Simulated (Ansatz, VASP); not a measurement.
Hf: VASP beside Ansatz

INCAR

```
PREC = Accurate
ENCUT = 520
EDIFF = 1E-7
ISMEAR = 0
SIGMA = 0.15
LREAL = F
LASPH = T
NELM = 100
ALGO = Fast
ISIF = 2
LWAVE = F
LCHARG = T
LELF = T
LVHAR = T
NBANDS = 11
```

File KPOINTS:

```
regular mesh
0
Gamma
  18 18 18
```

Contents of POSCAR:

```
Hf
1.0
    0.0000000000      2.3471463175      1.9619501122
    2.2307372776      0.0000000000      1.9619501122
    2.2307372776      2.3471463175      0.0000000000
Hf
1
Direct
    0.0000000000      0.0000000000      0.0000000000
```

Input for Ansatz:

```yaml
crystal:
  lattice:
    - [0.0, 2.3471463175, 1.9619501122]
    - [2.2307372776, 0.0, 1.9619501122]
    - [2.2307372776, 2.3471463175, 0.0]
  atoms:
    - { symbol: Hf, position: [0.0, 0.0, 0.0] }
basis:
  ecutwfc: 420
kpoints:
  mp_grid: { grid: [18, 18, 18] }
hamiltonian:
  xc: lda
scf:
  occupations: { method: gaussian, width: 0.15 }
output:
  forces: true
  stress: true
  eigenvalues: true
```

Change from the starting cell: strain +e along x and -e along y -0.0267, strain +e along z and -e/2 along x and y -0.1000.

Alike in both runs: task single point; functional LDA; k mesh 18 × 18 × 18; occupations gaussian, width 0.15 eV; no spin polarisation.

|  | VASP | Ansatz |
| --- | --- | --- |
| version | VASP 6.6.1 | Ansatz 0.2.0 |
| potentials or method | VASP PAW LDA potentials, release 64 (Hf_pv), cutoff 520 eV | scalar-relativistic, plane waves, PAW |
| valence electrons in the cell | 10 | 26 |

```csv
,VASP,Ansatz,Ansatz less VASP
gap on the k mesh at the Fermi level (eV),none,none,-
pressure (GPa),0.7,0.6,-0.06
"traceless stress, the component that is largest in VASP (GPa)",3.17,3.11,-0.061
```

LDA's correlation is that of Perdew and Zunger in VASP and of Perdew and Wang (1992) in Ansatz. A gap of «none» marks a metal or a gap that the smearing closes. VASP's potentials hold 10 valence electrons a cell and Ansatz's 26, so a difference there can come from the potentials and not from the codes.

Spin-orbit coupling is off throughout.
